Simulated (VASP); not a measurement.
# H2C3Br (P2_1/c) in VASP: single point with PBE+D3(BJ)

Aim: the single point of H2C3Br with PBE+D3(BJ).

All numbers are computed with VASP 6.6.1; they aren't measurements. Logs are shortened: lines on timing, memory, paths and dates and some standing lists are left out, and cuts for length are marked.

**1. The cell of the first run**

It takes space group P2_1/c (No. 14, monoclinic). Conventional cell: a = 4.034 Å, b = 5.716 Å, c = 14.409 Å, α = 90.00°, β = 98.44°, γ = 90.00°. Within 1.5 Å of H (site symmetry 1) lie 1 C at 1.09 Å. H (site symmetry 1) has 1 C at 1.09 Å within 1.5 Å. C (site symmetry 1) has 1 H at 1.09 Å and 2 C at 1.39 to 1.40 Å within 1.5 Å. C (site symmetry 1) has 2 C at 1.39 Å and 1 Br at 1.91 Å within 2.0 Å. C (site symmetry 1) has 1 H at 1.09 Å and 2 C at 1.39 to 1.40 Å within 1.5 Å. Within 2.5 Å of Br (site symmetry 1) lie 1 C at 1.91 Å.

**2. Single point, PBE+D3(BJ)**

Contents of INCAR:

```
PREC = Accurate
ENCUT = 520
EDIFF = 1E-6
ISMEAR = 0
SIGMA = 0.02
LREAL = Auto
LASPH = True
NELM = 100
ALGO = Normal
ISIF = 2
LWAVE = False
LCHARG = False
GGA = PE
IVDW = 12
NBANDS = 60
```

Contents of KPOINTS:

```
Automatic mesh
0
Gamma
  6 4 2
```

Contents of POSCAR:

```
H2C3Br
1.0
    4.0334787336      0.0000000000      0.0168378114
    0.0000000000      5.7162863637      0.0000000000
   -2.1733372383      0.0000000000     14.2437828644
H C Br
8 12 4
Direct
    0.7271207912      0.3709876527      0.5385435218
    0.2728792088      0.8709876527      0.9614564782
    0.2728792088      0.6290123473      0.4614564782
    0.7271207912      0.1290123473      0.0385435218
    1.0007350201      0.8823384077      0.3336666122
   -0.0007350201      0.3823384077      0.1663333878
   -0.0007350201      0.1176615923      0.6663333878
    1.0007350201      0.6176615923      0.8336666122
    0.8467892896      0.2092013565      0.5213996899
    0.1532107104      0.7092013565      0.9786003101
    0.1532107104      0.7907986435      0.4786003101
    0.8467892896      0.2907986435      0.0213996899
    0.8482099797      0.1412023049      0.4286212580
    0.1517900203      0.6412023049      0.0713787420
    0.1517900203      0.8587976951      0.5713787420
    0.8482099797      0.3587976951      0.9286212580
    0.9996688924      0.9338006697      0.4063563780
    0.0003311076      0.4338006697      0.0936436220
    0.0003311076      0.0661993303      0.5936436220
    0.9996688924      0.5661993303      0.9063563780
    0.6384985751      0.3375225999      0.3299560803
    0.3615014249      0.8375225999      0.1700439197
    0.3615014249      0.6624774001      0.6700439197
    0.6384985751      0.1624774001      0.8299560803
```

Potentials or basis: VASP PAW PBE potentials, release 64 (H, C, Br).

The run is started by

```bash
cat potpaw_PBE.64/H/POTCAR potpaw_PBE.64/C/POTCAR potpaw_PBE.64/Br/POTCAR > POTCAR
mpirun -np 1 vasp_std > vasp.out
```

OUTCAR:

```text
PREC = Accurate
   ENCUT = 520
   EDIFF = 1E-6
   ISMEAR = 0
   LREAL = Auto
   LASPH = True
   NELM = 100
   ISIF = 2
   GGA = PE
   IVDW = 12
 IVDW          = 12

 ion  position               nearest neighbor table
   1  0.727  0.371  0.539-   9 1.09
   2  0.273  0.871  0.961-  10 1.09
   3  0.273  0.629  0.461-  11 1.09
   4  0.727  0.129  0.039-  12 1.09
   5  0.001  0.882  0.334-  17 1.09
   6  0.999  0.382  0.166-  18 1.09
   7  0.999  0.118  0.666-  19 1.09
   8  0.001  0.618  0.834-  20 1.09
   9  0.847  0.209  0.521-   1 1.09  13 1.39  19 1.40
  10  0.153  0.709  0.979-   2 1.09  14 1.39  20 1.40
  11  0.153  0.791  0.479-   3 1.09  15 1.39  17 1.40
  12  0.847  0.291  0.021-   4 1.09  16 1.39  18 1.40
  13  0.848  0.141  0.429-  17 1.39   9 1.39  21 1.91
  14  0.152  0.641  0.071-  18 1.39  10 1.39  22 1.91
  15  0.152  0.859  0.571-  19 1.39  11 1.39  23 1.91
  16  0.848  0.359  0.929-  20 1.39  12 1.39  24 1.91
  17  1.000  0.934  0.406-   5 1.09  13 1.39  11 1.40
  18  0.000  0.434  0.094-   6 1.09  14 1.39  12 1.40
  19  0.000  0.066  0.594-   7 1.09  15 1.39   9 1.40
  20  1.000  0.566  0.906-   8 1.09  16 1.39  10 1.40
  21  0.638  0.338  0.330-  13 1.91
  22  0.362  0.838  0.170-  14 1.91
  23  0.362  0.662  0.670-  15 1.91
  24  0.638  0.162  0.830-  16 1.91

  LATTYP: Found a simple monoclinic cell.
 ALAT       =     4.0335138783
 B/A-ratio  =     1.4171976436
 C/A-ratio  =     3.5654833337
 COS(beta)  =    -0.1334816071

  Lattice vectors:

 A1 = (   4.0334787336,   0.0000000000,   0.0168378114)
 A2 = (   0.0000000000,  -5.7162863637,   0.0000000000)
 A3 = (  -1.8601414953,   0.0000000000, -14.2606206758)

Analysis of symmetry for initial positions (statically):
=====================================================================
 Subroutine PRICEL returns:
 Original cell was already a primitive cell.

 Routine SETGRP: Setting up the symmetry group for a
 simple monoclinic supercell.

 Subroutine GETGRP returns: Found  4 space group operations
 (whereof  2 operations were pure point group operations)
 out of a pool of  4 trial point group operations.

The static configuration has the point symmetry S_2 .
 The point group associated with its full space group is C_2h.

Analysis of symmetry for dynamics (positions and initial velocities):
=====================================================================
 Subroutine PRICEL returns:
 Original cell was already a primitive cell.

 Routine SETGRP: Setting up the symmetry group for a
 simple monoclinic supercell.

 Subroutine GETGRP returns: Found  4 space group operations
 (whereof  2 operations were pure point group operations)
 out of a pool of  4 trial point group operations.

The dynamic configuration has the point symmetry S_2 .
 The point group associated with its full space group is C_2h.

 Subroutine INISYM returns: Found  4 space group operations
 (whereof  2 operations are pure point group operations),
 and found     1 'primitive' translations

----------------------------------------------------------------------------------------

                                     Primitive cell

  volume of cell :     328.6212

  direct lattice vectors                    reciprocal lattice vectors
     4.033478734  0.000000000  0.016837811     0.247767131  0.000000000  0.037804671
     0.000000000  5.716286364  0.000000000     0.000000000  0.174938752  0.000000000
    -2.173337238  0.000000000 14.243782864    -0.000292890  0.000000000  0.070161379

  length of vectors
     4.033513878  5.716286364 14.408634392     0.250634683  0.174938752  0.070161991

  position of ions in fractional coordinates (direct lattice)
     0.727120791  0.370987653  0.538543522
     0.272879209  0.870987653  0.961456478
     0.272879209  0.629012347  0.461456478
     0.727120791  0.129012347  0.038543522
     0.000735020  0.882338408  0.333666612
     0.999264980  0.382338408  0.166333388
[... 16 lines left out ...]
     0.361501425  0.662477400  0.670043920
     0.638498575  0.162477400  0.829956080

  ion indices of the primitive-cell ions
   primitive index   ion index
                 1           1
                 2           2
                 3           3
                 4           4
                 5           5
                 6           6
[... 16 lines left out ...]
                23          23
                24          24

----------------------------------------------------------------------------------------

 KPOINTS: Automatic mesh

Automatic generation of k-mesh.
 Grid dimensions read from file:
 generate k-points for:    6    4    2

 Generating k-lattice:

  Cartesian coordinates                     Fractional coordinates (reciprocal lattice)
     0.041294522  0.000000000  0.006300779     0.166666667  0.000000000 -0.000000000
     0.000000000  0.043734688  0.000000000     0.000000000  0.250000000  0.000000000
    -0.000146445  0.000000000  0.035080690    -0.000000000  0.000000000  0.500000000

  Length of vectors
     0.041772447  0.043734688  0.035080995

  Shift w.r.t. Gamma in fractional coordinates (k-lattice)
     0.000000000  0.000000000  0.000000000

 Subroutine IBZKPT returns following result:
 ===========================================

 Found     24 irreducible k-points:

 Following reciprocal coordinates:
            Coordinates               Weight
  0.000000  0.000000  0.000000      1.000000
  0.166667  0.000000  0.000000      2.000000
  0.333333  0.000000  0.000000      2.000000
  0.500000  0.000000  0.000000      1.000000
  0.000000  0.250000  0.000000      2.000000
  0.166667  0.250000  0.000000      4.000000
[... 16 lines left out ...]
  0.333333  0.500000  0.500000      2.000000
  0.500000  0.500000  0.500000      1.000000
   k-points           NKPTS =     24   k-points in BZ     NKDIM =     24   number of bands    NBANDS=     60
   number of dos      NEDOS =    301   number of ions     NIONS =     24
   total plane-waves  NPLWV = 155520
   dimension x,y,z NGX =    30 NGY =   48 NGZ =  108
   dimension x,y,z NGXF=    60 NGYF=   96 NGZF=  216
   ions per type =               8  12   4
   NGX,Y,Z   is equivalent  to a cutoff of  12.36, 13.96, 12.46 a.u.
   NGXF,Y,Z  is equivalent  to a cutoff of  24.73, 27.92, 24.92 a.u.
 SYSTEM =  unknown system
   PREC   = accura    normal or accurate (medium, high low for compatibility)
   ISTART =      0    job   : 0-new  1-cont  2-samecut
   ICHARG =      2    charge: 1-file 2-atom 10-const
   ISPIN  =      1    spin polarized calculation?
   LNONCOLLINEAR =      F non collinear calculations
   LSORBIT =      F    spin-orbit coupling
   LASPH  =      T    aspherical Exc in radial PAW
   ENCUT  =  520.0 eV  38.22 Ry    6.18 a.u.   7.50 10.63 26.79*2*pi/ulx,y,z
   NELM   =    100;   NELMIN=  2; NELMDL= -5     # of ELM steps
   EDIFF  = 0.1E-05   stopping-criterion for ELM
   LREAL  =      T    real-space projection
   EDIFFG = 0.1E-04   stopping-criterion for IOM
   NSW    =      0    number of steps for IOM
   IBRION =     -1    ionic relax: 0-MD 1-quasi-New 2-CG
   NFREE  =      0    steps in history (QN), initial steepest desc. (CG)
   ISIF   =      2    stress and relaxation
   ISYM   =      2    0-nonsym 1-usesym 2-fastsym
   POTIM  = 0.5000    time-step for ionic-motion
   TEBEG  =    0.0;   TEEND  =   0.0 temperature during run
   PSTRESS=    0.0 pullay stress
   NELECT =      84.0000    total number of electrons
   NUPDOWN=      -1.0000    fix difference up-down
   EMIN   =  10.00;   EMAX   =-10.00  energy-range for DOS
   EFERMI =   0.00;   METHOD = LEGACY
   ISMEAR =     0;   SIGMA  =   0.02  broadening in eV -4-tet -1-fermi 0-gaus
   EFERMI_NEDOS =   21; number of points for ismear=-14 and -15
   IALGO  =     38    algorithm
   IMIX   =      4    mixing-type and parameters
     AMIX     =   0.40;   BMIX     =  1.00
     AMIX_MAG =   1.60;   BMIX_MAG =  1.00
  volume/ion in A,a.u.               =      13.69        92.40
  Fermi-wavevector in a.u.,A,eV,Ry     =   1.038969  1.963367 14.686907  1.079457
  Thomas-Fermi vector in A             =   2.173478
   LORBIT       =      0    0 simple, 1 ext, 2 COOP (PROOUT), +10 PAW based schemes
   GGA     = PE    functional components
   LHFCALC =     F    Hartree Fock is set to
   AEXX    =    0.0000 exact exchange contribution
   IVDW    =    12    specifies the selected vdW correction
   LEPSILON=     F    determine dielectric tensor
   LRPA    =     F    only Hartree local field effects (RPA)
 non-spin polarized calculation
 Gauss-broadening in eV      SIGMA  =   0.02
  energy-cutoff  :      520.00
  volume of cell :      328.62
 maximum number of plane-waves:      8885
 NGX is ok and might be reduce to    30
   NGX = 15   NGY = 21   NGZ = 53

 number of electron      84.0000006 magnetization

 Free energy of the ion-electron system (eV)
  ---------------------------------------------------
  ext. energy  EPLUGINS =         0.00000000
  ---------------------------------------------------
  free energy    TOTEN  =      -143.52947828 eV

  energy without entropy =     -143.52947828  energy(sigma->0) =     -143.52947828

 E-fermi :  -0.0783     XC(G=0):  -8.0743

 val. band max:       -0.2114930538   @ k =   0.1667   0.2500   0.5000
 cond. band min:       3.5393284771   @ k =   0.5000   0.5000   0.0000
 fundamental gap:      3.7508215309
 Fermi energy:        -0.0783281928

 k-point     1 :       0.0000    0.0000    0.0000
  band No.  band energies     occupation
      1     -16.7639      2.00000
      2     -16.7226      2.00000
      3     -15.6822      2.00000
      4     -15.5554      2.00000
      5     -14.6076      2.00000
      6     -14.5136      2.00000
[... 46 lines left out ...]
     53       6.8167      0.00000
     54       7.5880      0.00000

 k-point     2 :       0.1667    0.0000    0.0000
  band No.  band energies     occupation
      1     -16.7233      2.00000
      2     -16.6933      2.00000
      3     -15.6373      2.00000
      4     -15.5557      2.00000
      5     -14.5737      2.00000
      6     -14.5283      2.00000
[... 46 lines left out ...]
     53       7.2404      0.00000
     54       7.3770      0.00000
[... 1195 lines left out ...]
     53       7.2701      0.00000
     54       7.2701      0.00000

 k-point    24 :       0.5000    0.5000    0.5000
  band No.  band energies     occupation
      1     -16.5652      2.00000
      2     -16.5652      2.00000
      3     -15.5235      2.00000
      4     -15.5235      2.00000
      5     -14.5553      2.00000
      6     -14.5553      2.00000
[... 46 lines left out ...]
     53       7.4805      0.00000
     54       7.4805      0.00000
 [bands above 54 left out]

------------------------ aborting loop because EDIFF is reached ----------------------------------------

 Edisp (eV)   -2.54154

 E8    (eV) :    -0.7793

  FORCE on cell =-STRESS in cart. coord.  units (eV):
  Direction    XX          YY          ZZ          XY          YZ          ZX
  --------------------------------------------------------------------------------------
  -------------------------------------------------------------------------------------
  Total      -0.02657     0.22512     0.35991     0.00000     0.00000     0.06368
  in kB      -0.12955     1.09754     1.75473     0.00000     0.00000     0.31049
  external pressure =        0.91 kB  Pullay stress =        0.00 kB

 VOLUME and BASIS-vectors are now :
 -----------------------------------------------------------------------------
  energy-cutoff  :      520.00
  volume of cell :      328.62
      direct lattice vectors                 reciprocal lattice vectors
     4.033478734  0.000000000  0.016837811     0.247767131  0.000000000  0.037804671
     0.000000000  5.716286364  0.000000000     0.000000000  0.174938752  0.000000000
    -2.173337238  0.000000000 14.243782864    -0.000292890  0.000000000  0.070161379

 POSITION                                       TOTAL-FORCE (eV/Angst)
 -----------------------------------------------------------------------------------
      1.76239      2.12067      7.68314        -0.006546      0.013666      0.001840
     -0.98892      4.97881     13.69937         0.006546      0.013666     -0.001840
      0.09775      3.59561      6.57748         0.006546     -0.013666     -0.001840
      2.84906      0.73747      0.56125        -0.006546     -0.013666      0.001840
     -0.72221      5.04370      4.75269         0.001408     -0.002633     -0.013419
      3.66902      2.18556      2.38604        -0.001408     -0.002633      0.013419
[... 16 lines left out ...]
      0.00188      3.78691      9.55005         0.005087     -0.014657      0.016396
      0.77160      0.92877     11.83247        -0.005087     -0.014657     -0.016396
 -----------------------------------------------------------------------------------
    total drift:                                0.000000     -0.000000     -0.000000

  FREE ENERGIE OF THE ION-ELECTRON SYSTEM (eV)
  ---------------------------------------------------
  free  energy   TOTEN  =      -146.0710217683 eV

  energy  without entropy=     -146.0710217683  energy(sigma->0) =     -146.07102177
```

Run time: 9.2 min. Hardware: 1 thread of AMD EPYC 7R43 (Zen 3), shared host; peak memory 0.52 GiB.

What came out:

* Free energy: -146.0710 eV
* Pressure: 0.1 GPa
* Largest force: 0.047 eV/Å
* Band gap on the k mesh: 3.75 eV (least direct gap 3.85 eV)
* Dispersion energy per atom: -0.106 eV

Forces on the atoms (eV/Å):
```
H   -0.007  0.014  0.002
H    0.007  0.014 -0.002
H    0.007 -0.014 -0.002
H   -0.007 -0.014  0.002
H    0.001 -0.003 -0.013
H   -0.001 -0.003  0.013
H   -0.001  0.003  0.013
H    0.001  0.003 -0.013
C   -0.023  0.032  0.014
C    0.023  0.032 -0.014
C    0.023 -0.032 -0.014
C   -0.023 -0.032  0.014
C   -0.010  0.021 -0.016
C    0.010  0.021  0.016
C    0.010 -0.021  0.016
C   -0.010 -0.021 -0.016
C    0.005 -0.021 -0.042
C   -0.005 -0.021  0.042
C   -0.005  0.021  0.042
C    0.005  0.021 -0.042
Br  -0.005  0.015 -0.016
Br   0.005  0.015  0.016
Br   0.005 -0.015  0.016
Br  -0.005 -0.015 -0.016
```

Stress tensor (GPa, compression positive):
```
-0.01  0.00  0.03
 0.00  0.11  0.00
 0.03  0.00  0.18
```
